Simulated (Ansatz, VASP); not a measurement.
# Sb: VASP beside Ansatz

```
CELL_PARAMETERS angstrom
3.09549 0.00000 0.00000
0.00000 3.09549 0.00000
0.00000 0.00000 3.09549
ATOMIC_POSITIONS crystal
Sb 0.00000 0.00000 0.00000
```

Change from the starting cell: volume scaled by 0.94.

Alike in both runs: task single point; functional PBEsol; k mesh 12 × 12 × 12; occupations fermi-dirac, width 0.08 eV; no spin polarisation.

|  | VASP | Ansatz |
| --- | --- | --- |
| version | VASP 6.6.1 | Ansatz 0.2.0 |
| potentials or method | VASP PAW PBE potentials, release 64 (Sb), cutoff 520 eV | all-electron LAPW, scalar-relativistic |

Ansatz gave:

* pressure (GPa): -1.8

Estimate VASP's values.

pressure (GPa): -1.7.

VASP's potentials were made for PBE, not for PBEsol. Ansatz ran all-electron here, and VASP with PAW potentials.

Spin-orbit coupling is off throughout.
